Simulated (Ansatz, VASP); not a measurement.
# Two plane-wave programs on AgCl

```
CELL_PARAMETERS angstrom
0.00000 2.73500 2.73500
2.73500 0.00000 2.73500
2.73500 2.73500 0.00000
ATOMIC_POSITIONS crystal
Ag 0.89500 0.89500 0.10500
Cl 0.60500 0.60500 0.39500
```

Change from the starting cell: shortest bond scaled by 0.58, PAW files.

Alike in both runs: task electric field gradients; functional LDA; k mesh 7 × 7 × 7; occupations fermi-dirac, width 0.03 eV; no spin polarisation.

|  | VASP | Ansatz |
| --- | --- | --- |
| version | VASP 6.6.1 | Ansatz 0.2.0 |
| potentials or method | VASP PAW LDA potentials, release 64 (Ag_sv_GW, Cl) | PAW with Ansatz's default frozen-core files, scalar-relativistic |
| plane-wave cutoff (eV) | 470 | 420 |
| valence electrons in the cell | 26 | 26 |

|  | VASP | Ansatz | Ansatz less VASP |
| --- | --- | --- | --- |
| gap on the k mesh at the Fermi level (eV) | 1.84 | 1.80 | -0.038 |
| rms of the force components (eV/Å) | 22.947 | 23.821 | +0.8742 |
| size of Vzz on the site where it differs most (V/Å²) | 11.6 | 7.6 | -4.07 |

LDA's correlation is that of Perdew and Zunger in VASP and of Perdew and Wang (1992) in Ansatz. Atom by atom the forces differ by 0.874 eV/Å (rms over components).

Noted on VASP's run: the cell as given lies far from equilibrium.
